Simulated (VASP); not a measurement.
Wanted: the native input for a VASP 6.6.1 run.

```yaml
Task: single point
Functional: PBEsol
Potentials_or_basis: VASP PAW PBE potentials, release 64 (Pb_d, Se)
Cutoff: 520 eV
k_mesh: 10 × 10 × 10
Occupations: gaussian, width 0.05 eV
Spin: no spin polarisation
Dipole_correction: no
Further_INCAR_settings: ALGO = Normal; EDIFF = 1e-07; NBANDS = 17
```

The structure of PbSe lies in POSCAR:

```
PbSe
1.0
    0.0000000000      3.0651454522      3.0651454522
    3.0651454522      0.0000000000      3.0651454522
    3.0651454522      3.0651454522      0.0000000000
Pb Se
1 1
Direct
    0.5000000000      0.5000000000      0.5000000000
    0.0000000000      0.0000000000      0.0000000000
```

These files were run (other wordings do the same):

INCAR

```
ALGO = Normal
EDIFF = 1E-7
ENCUT = 520
GGA = PS
ISIF = 2
ISMEAR = 0
LASPH = True
LCHARG = False
LREAL = False
LWAVE = False
NBANDS = 17
NELM = 60
PREC = Accurate
SIGMA = 0.05
```

KPOINTS

```
k-points
0
Gamma
  10 10 10
```

Potentials or basis: VASP PAW PBE potentials, release 64 (Pb_d, Se).

Launch:

```bash
$ cat potpaw_PBE.64/Pb_d/POTCAR potpaw_PBE.64/Se/POTCAR > POTCAR
$ mpirun -np 1 vasp_std > vasp.out
```

It gave:

```json
{
  "Pressure": "-0.7 GPa",
  "Band gap on the k mesh": "0.22 eV"
}
```

Caveat: the PAW data sets were made with another functional, which shifts forces and pressure a little; spin-orbit coupling is left out, which moves the levels of the heavy elements.

Wall time 80 s on 1 thread of Intel Xeon 8259CL (shared host), peak memory 0.17 GiB.
